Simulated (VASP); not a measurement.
# Zn (Fm-3m) in VASP: single point with LDA

Aim: the single point of Zn with LDA.

Program: VASP 6.6.1. These are calculated values, not measurements. Logs are shortened: lines on timing, memory, paths and dates and some standing lists are left out, and cuts for length are marked.

### Step 1. The cell of the first run

Symmetry: Fm-3m, No. 225, cubic system. Conventional cell: a = 6.344 Å, b = 6.344 Å, c = 6.344 Å, α = 90.00°, β = 90.00°, γ = 90.00°. Zn (site symmetry m-3m) has 12 Zn at 4.49 Å within 5.9 Å.

This isn't the form of Zn at room conditions, which is hcp.

### Step 2. Single point, LDA

INCAR

```
ALGO     = Normal         # electronic algorithm
EDIFF    = 1E-6           # SCF threshold, eV
ENCUT    = 520            # plane-wave cutoff, eV
GGA      = CA             # functional
ISIF     = 2              # what is computed and relaxed
ISMEAR   = -1             # smearing method
LASPH    = T              # aspherical terms in the spheres
LCHARG   = F              # write CHGCAR
LREAL    = F              # projectors in reciprocal space
LWAVE    = F              # write WAVECAR
NBANDS   = 12             # bands
NELM     = 80             # most SCF steps
PREC     = Accurate       # precision mode
SIGMA    = 0.1            # smearing width, eV
```

KPOINTS

```
k-points
0
Gamma
  6 6 6
```

POSCAR

```
Zn
1.0
    0.0000000000      3.1718610000      3.1718610000
    3.1718610000      0.0000000000      3.1718610000
    3.1718610000      3.1718610000      0.0000000000
Zn
1
Direct
    0.0000000000      0.0000000000      0.0000000000
```

Potentials or basis: VASP PAW LDA potentials, release 64 (Zn).

Started as:

```bash
$ cat potpaw_LDA.64/Zn/POTCAR > POTCAR
$ mpirun -np 1 vasp_std > vasp.out
```

OUTCAR:

```text
EDIFF = 1E-6
   ENCUT = 520
   GGA = CA
   ISIF = 2
   ISMEAR = -1
   LASPH = T
   LREAL = F
   NELM = 80
   PREC = Accurate

 ion  position               nearest neighbor table
   1  0.000  0.000  0.000-

  LATTYP: Found a face centered cubic cell.
 ALAT       =     6.3437220000

  Lattice vectors:

 A1 = (   0.0000000000,   3.1718610000,   3.1718610000)
 A2 = (   3.1718610000,   0.0000000000,   3.1718610000)
 A3 = (   3.1718610000,   3.1718610000,   0.0000000000)

Analysis of symmetry for initial positions (statically):
=====================================================================
 Subroutine PRICEL returns:
 Original cell was already a primitive cell.

 Routine SETGRP: Setting up the symmetry group for a
 face centered cubic supercell.

 Subroutine GETGRP returns: Found 48 space group operations
 (whereof 48 operations were pure point group operations)
 out of a pool of 48 trial point group operations.

The static configuration has the point symmetry O_h .

Analysis of symmetry for dynamics (positions and initial velocities):
=====================================================================
 Subroutine PRICEL returns:
 Original cell was already a primitive cell.

 Routine SETGRP: Setting up the symmetry group for a
 face centered cubic supercell.

 Subroutine GETGRP returns: Found 48 space group operations
 (whereof 48 operations were pure point group operations)
 out of a pool of 48 trial point group operations.

The dynamic configuration has the point symmetry O_h .

 Subroutine INISYM returns: Found 48 space group operations
 (whereof 48 operations are pure point group operations),
 and found     1 'primitive' translations

----------------------------------------------------------------------------------------

                                     Primitive cell

  volume of cell :      63.8223

  direct lattice vectors                    reciprocal lattice vectors
     0.000000000  3.171861000  3.171861000    -0.157636164  0.157636164  0.157636164
     3.171861000  0.000000000  3.171861000     0.157636164 -0.157636164  0.157636164
     3.171861000  3.171861000  0.000000000     0.157636164  0.157636164 -0.157636164

  length of vectors
     4.485688844  4.485688844  4.485688844     0.273033845  0.273033845  0.273033845

  position of ions in fractional coordinates (direct lattice)
     0.000000000  0.000000000  0.000000000

  ion indices of the primitive-cell ions
   primitive index   ion index
                 1           1

----------------------------------------------------------------------------------------

 KPOINTS: k-points

Automatic generation of k-mesh.
 Grid dimensions read from file:
 generate k-points for:    6    6    6

 Generating k-lattice:

  Cartesian coordinates                     Fractional coordinates (reciprocal lattice)
    -0.026272694  0.026272694  0.026272694     0.166666667  0.000000000  0.000000000
     0.026272694 -0.026272694  0.026272694     0.000000000  0.166666667  0.000000000
     0.026272694  0.026272694 -0.026272694     0.000000000  0.000000000  0.166666667

  Length of vectors
     0.045505641  0.045505641  0.045505641

  Shift w.r.t. Gamma in fractional coordinates (k-lattice)
     0.000000000  0.000000000  0.000000000

 Subroutine IBZKPT returns following result:
 ===========================================

 Found     16 irreducible k-points:

 Following reciprocal coordinates:
            Coordinates               Weight
  0.000000  0.000000  0.000000      1.000000
  0.166667  0.000000  0.000000      8.000000
  0.333333  0.000000  0.000000      8.000000
  0.500000  0.000000  0.000000      4.000000
  0.166667  0.166667  0.000000      6.000000
  0.333333  0.166667  0.000000     24.000000
[... 8 lines left out ...]
 -0.333333  0.333333  0.166667     24.000000
 -0.333333  0.500000  0.166667     12.000000
   k-points           NKPTS =     16   k-points in BZ     NKDIM =     16   number of bands    NBANDS=     12
   number of dos      NEDOS =    301   number of ions     NIONS =      1
   total plane-waves  NPLWV =  46656
   dimension x,y,z NGX =    36 NGY =   36 NGZ =   36
   dimension x,y,z NGXF=    72 NGYF=   72 NGZF=   72
   ions per type =               1
   NGX,Y,Z   is equivalent  to a cutoff of  13.34, 13.34, 13.34 a.u.
   NGXF,Y,Z  is equivalent  to a cutoff of  26.68, 26.68, 26.68 a.u.
 SYSTEM =  unknown system
   PREC   = accura    normal or accurate (medium, high low for compatibility)
   ISTART =      0    job   : 0-new  1-cont  2-samecut
   ICHARG =      2    charge: 1-file 2-atom 10-const
   ISPIN  =      1    spin polarized calculation?
   LNONCOLLINEAR =      F non collinear calculations
   LSORBIT =      F    spin-orbit coupling
   LASPH  =      T    aspherical Exc in radial PAW
   ENCUT  =  520.0 eV  38.22 Ry    6.18 a.u.   8.34  8.34  8.34*2*pi/ulx,y,z
   NELM   =     80;   NELMIN=  2; NELMDL= -5     # of ELM steps
   EDIFF  = 0.1E-05   stopping-criterion for ELM
   LREAL  =      F    real-space projection
   EDIFFG = 0.1E-04   stopping-criterion for IOM
   NSW    =      0    number of steps for IOM
   IBRION =     -1    ionic relax: 0-MD 1-quasi-New 2-CG
   NFREE  =      0    steps in history (QN), initial steepest desc. (CG)
   ISIF   =      2    stress and relaxation
   ISYM   =      2    0-nonsym 1-usesym 2-fastsym
   POTIM  = 0.5000    time-step for ionic-motion
   TEBEG  =    0.0;   TEEND  =   0.0 temperature during run
   PSTRESS=    0.0 pullay stress
   NELECT =      12.0000    total number of electrons
   NUPDOWN=      -1.0000    fix difference up-down
   EMIN   =  10.00;   EMAX   =-10.00  energy-range for DOS
   EFERMI =   0.00;   METHOD = LEGACY
   ISMEAR =    -1;   SIGMA  =   0.10  broadening in eV -4-tet -1-fermi 0-gaus
   EFERMI_NEDOS =   21; number of points for ismear=-14 and -15
   IALGO  =     38    algorithm
   IMIX   =      4    mixing-type and parameters
     AMIX     =   0.40;   BMIX     =  1.00
     AMIX_MAG =   1.60;   BMIX_MAG =  1.00
  volume/ion in A,a.u.               =      63.82       430.69
  Fermi-wavevector in a.u.,A,eV,Ry     =   0.937874  1.772325 11.967785  0.879607
  Thomas-Fermi vector in A             =   2.065029
   LORBIT       =      0    0 simple, 1 ext, 2 COOP (PROOUT), +10 PAW based schemes
   GGA     = CA    functional components
   LHFCALC =     F    Hartree Fock is set to
   AEXX    =    0.0000 exact exchange contribution
   IVDW    =     0    specifies the selected vdW correction
   LEPSILON=     F    determine dielectric tensor
   LRPA    =     F    only Hartree local field effects (RPA)
 non-spin polarized calculation
  energy-cutoff  :      520.00
  volume of cell :       63.82
 maximum number of plane-waves:      1759
 NGX is ok and might be reduce to    36
   NGX = 17   NGY = 17   NGZ = 17

 number of electron      11.9999986 magnetization

 Free energy of the ion-electron system (eV)
  ---------------------------------------------------
  ext. energy  EPLUGINS =         0.00000000
  ---------------------------------------------------
  free energy    TOTEN  =        -0.21314436 eV

  energy without entropy =       -0.21314204  energy(sigma->0) =       -0.21314320

 E-fermi :  -2.7289     XC(G=0):  -5.9173

 val. band max:       -3.9645476431   @ k =  -0.3333   0.5000   0.1667
 cond. band min:      -1.6519507763   @ k =   0.5000   0.0000   0.0000
 fundamental gap:      2.3125968668
 Fermi energy:        -2.7288983226

 k-point     1 :       0.0000    0.0000    0.0000
  band No.  band energies     occupation
      1      -8.8472      2.00000
      2      -8.8472      2.00000
      3      -8.8472      2.00000
      4      -8.8334      2.00000
      5      -8.8334      2.00000
      6      -6.0990      2.00000
      7       3.5527      0.00000
      8       3.5527      0.00000
      9       3.5527      0.00000
     10       5.2329      0.00000
     11       7.4620      0.00000
     12       7.4620      0.00000

 k-point     2 :       0.1667    0.0000    0.0000
  band No.  band energies     occupation
      1      -8.8474      2.00000
      2      -8.8442      2.00000
      3      -8.8442      2.00000
      4      -8.8328      2.00000
      5      -8.8328      2.00000
      6      -5.8416      2.00000
      7       1.6977      0.00000
      8       3.3423      0.00000
      9       3.3423      0.00000
     10       5.7157      0.00000
     11       7.4181      0.00000
     12       7.8065      0.00000

 k-point     3 :       0.3333    0.0000    0.0000
  band No.  band energies     occupation
      1      -8.8490      2.00000
      2      -8.8447      2.00000
      3      -8.8447      2.00000
      4      -8.8254      2.00000
      5      -8.8254      2.00000
      6      -5.1420      2.00000
      7      -0.5348      0.00000
      8       3.0256      0.00000
      9       3.0256      0.00000
     10       5.1788      0.00000
     11       7.2139      0.00000
     12       7.2139      0.00000
[... 166 lines left out ...]
 k-point    15 :      -0.3333    0.3333    0.1667
  band No.  band energies     occupation
      1      -8.8479      2.00000
      2      -8.8435      2.00000
      3      -8.8345      2.00000
      4      -8.8307      2.00000
      5      -8.8201      2.00000
      6      -4.1420      2.00000
      7      -0.8831      0.00000
      8       0.3260      0.00000
      9       1.4285      0.00000
     10       5.6871      0.00000
     11       6.7876      0.00000
     12       8.4675      0.00000

 k-point    16 :      -0.3333    0.5000    0.1667
  band No.  band energies     occupation
      1      -8.8528      2.00000
      2      -8.8493      2.00000
      3      -8.8292      2.00000
      4      -8.8264      2.00000
      5      -8.8169      2.00000
      6      -3.9645      1.99999
      7      -0.7437      0.00000
      8       0.3943      0.00000
      9       0.7165      0.00000
     10       5.0962      0.00000
     11       6.0667      0.00000
     12       9.0828      0.00000

------------------------ aborting loop because EDIFF is reached ----------------------------------------

  FORCE on cell =-STRESS in cart. coord.  units (eV):
  Direction    XX          YY          ZZ          XY          YZ          ZX
  --------------------------------------------------------------------------------------
  -------------------------------------------------------------------------------------
  Total       -0.4440071     -0.4440071     -0.4440071      0.0000000      0.0000000      0.0000000
  in kB      -11.1462304    -11.1462304    -11.1462304      0.0000000      0.0000000      0.0000000
  external PRESSURE =     -11.1462304 kB  Pullay stress =       0.0000000 kB

 VOLUME and BASIS-vectors are now :
 -----------------------------------------------------------------------------
  energy-cutoff  :      520.00
  volume of cell :       63.82
      direct lattice vectors                 reciprocal lattice vectors
     0.000000000  3.171861000  3.171861000    -0.157636164  0.157636164  0.157636164
     3.171861000  0.000000000  3.171861000     0.157636164 -0.157636164  0.157636164
     3.171861000  3.171861000  0.000000000     0.157636164  0.157636164 -0.157636164

 POSITION                                       TOTAL-FORCE (eV/Angst)
 -----------------------------------------------------------------------------------
      0.00000      0.00000      0.00000         0.000000      0.000000      0.000000
 -----------------------------------------------------------------------------------
    total drift:                               -0.000000     -0.000000      0.000000

  FREE ENERGIE OF THE ION-ELECTRON SYSTEM (eV)
  ---------------------------------------------------
  free  energy   TOTEN  =        -0.2131443618 eV

  energy  without entropy=       -0.2131420362  energy(sigma->0) =       -0.21314320
```

Wall time 9.1 s (1 thread of Intel Xeon Platinum 8259CL at 2.50GHz (Skylake/Cascade Lake), shared host); peak memory 0.16 GiB.

Results:

```
Free energy            : -0.2131 eV
Pressure               : -1.1 GPa
Band gap on the k mesh : 2.31 eV (least direct gap 2.86 eV)
```

Levels at points of the mesh, in eV from the valence-band top:
```csv
k point,band 4,band 5,band 6,band 7,band 8,band 9
"(0.00, 0.00, 0.00)",-4.87,-4.87,-2.13,7.52,7.52,7.52
"(0.50, 0.00, 0.00)",-4.86,-4.86,-0.60,2.31,6.86,6.86
"(0.50, 0.50, 0.00)",-4.85,-4.85,-0.04,2.82,5.45,5.45
```
